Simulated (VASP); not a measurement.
**KH5: single point with PBE**

The system is KH5.

```
K H
1.0
     3.80134    0.00000    0.00000
    -1.90067    3.29206    0.00000
     0.00000    0.00000    6.38615
K H
1 5
Direct
  0.33333 0.66667 0.08958
  0.33333 0.66667 0.54705
  0.08619 0.91381 0.57580
  0.08619 0.17238 0.57580
  0.82762 0.91381 0.57580
  0.00000 0.00000 0.94448
```

The cell was built from a structure type or drawn by symmetry, and may not be a known phase.

```json
{"Program": "VASP 6.6.1", "Task": "single point", "Functional": "PBE", "Potentials or basis": "VASP PAW PBE potentials, release 64 (K_sv, H)", "Cutoff": "520 eV", "k mesh": "12 × 12 × 4", "Occupations": "gaussian, width 0.02 eV", "Spin": "no spin polarisation"}
```

```json
{"Pressure": "-0.1 GPa", "Largest force": "0.012 eV/Å", "Band gap on the k mesh": "1.06 eV (least direct gap 1.10 eV)"}
```

Forces on the atoms (eV/Å):
```
K    0.000  0.000  0.005
H    0.000  0.000  0.003
H   -0.011  0.006  0.000
H    0.000 -0.012  0.000
H    0.011  0.006  0.000
H    0.000  0.000 -0.007
```

Levels at points of the mesh, in eV from the valence-band top:
| k point | band 5 | band 6 | band 7 | band 8 | band 9 | band 10 |
| --- | --- | --- | --- | --- | --- | --- |
| (0.00, 0.00, 0.00) | -11.36 | -1.33 | -0.36 | 2.56 | 3.81 | 3.81 |
| (0.50, 0.00, 0.00) | -10.71 | -3.30 | -0.14 | 2.90 | 3.76 | 4.12 |
| (0.00, 0.00, 0.50) | -11.32 | -1.55 | -0.36 | 3.81 | 3.81 | 3.94 |
| (0.50, 0.00, 0.50) | -10.72 | -3.23 | -0.21 | 2.86 | 3.69 | 4.21 |

Run time: 38 s on 1 thread of AMD EPYC 9R45 96-Core Processor (Zen 5) (shared host), peak memory 0.2 GiB.

A k mesh can miss the band edges.
